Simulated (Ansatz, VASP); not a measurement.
# CoNiO2: VASP beside Ansatz

```
CELL_PARAMETERS angstrom
2.99410 0.00000 0.00000
0.00000 2.99410 0.00000
0.00000 0.00000 4.19395
ATOMIC_POSITIONS crystal
Ni 0.00000 0.00000 0.00000
Co 0.50000 0.50000 0.50000
O 0.00000 0.00000 0.50000
O 0.50000 0.50000 0.00000
```

Change from the starting cell: volume scaled by 0.98.

Alike in both runs: task single point; functional LDA; k mesh 9 × 9 × 6; occupations fermi-dirac, width 0.05 eV; collinear spin.

```csv
,VASP,Ansatz
version,VASP 6.6.1,Ansatz 0.2.0
potentials or method,"VASP PAW LDA potentials, release 64 (Ni, Co, O), cutoff 520 eV","all-electron LAPW, scalar-relativistic"
```

|  | VASP | Ansatz | Ansatz less VASP |
| --- | --- | --- | --- |
| gap on the k mesh at the Fermi level (eV) | none | none | - |
| pressure (GPa) | -21.2 | -19.7 | +1.44 |
| traceless stress, the component that is largest in VASP (GPa) | -0.10 | 0.32 | +0.419 |
| net moment per atom (μB) | 0.79 | 0.87 | +0.083 |
| size of the moment on the site where the two differ most (μB) | 2.19 | 2.40 | +0.203 |

LDA's correlation is that of Perdew and Zunger in VASP and of Perdew and Wang (1992) in Ansatz. Site moments also hang on the region over which each program counts them. A gap of «none» marks a metal or a gap that the smearing closes. Ansatz ran all-electron here, and VASP with PAW potentials.
